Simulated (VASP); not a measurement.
Input of a VASP 6.6.1 run:

Contents of INCAR:

```
  PREC = Accurate
  ENCUT = 520
  EDIFF = 1E-6
  ISMEAR = -1
  SIGMA = 0.1
  LREAL = F
  LASPH = T
  NELM = 60
  ALGO = Normal
  ISIF = 2
  LWAVE = F
  LCHARG = F
  GGA = PE
  NBANDS = 12
```

File KPOINTS:

```
Automatic mesh
0
Gamma
  18 18 18
```

The input POSCAR:

```
Ta
1.0
   -1.4840990648      1.4840990648      1.4840990648
    1.4840990648     -1.4840990648      1.4840990648
    1.4840990648      1.4840990648     -1.4840990648
Ta
1
Direct
    0.0000000000      0.0000000000      0.0000000000
```

Potentials or basis: VASP PAW PBE potentials, release 64 (Ta_pv).

Run with:

```sh
$ cat potpaw_PBE.64/Ta_pv/POTCAR > POTCAR
$ mpirun -np 1 vasp_std > vasp.out
```

Problem. What does it give for the pressure?

Solution. 123.2 GPa.

Problem. What does it give for the band gap on the k mesh?

Solution. Zero (an odd number of electrons rules out a gap without spin polarisation).

Caveat: the cell stands under pressure; spin-orbit coupling is left out, which moves the levels of the heavy elements.
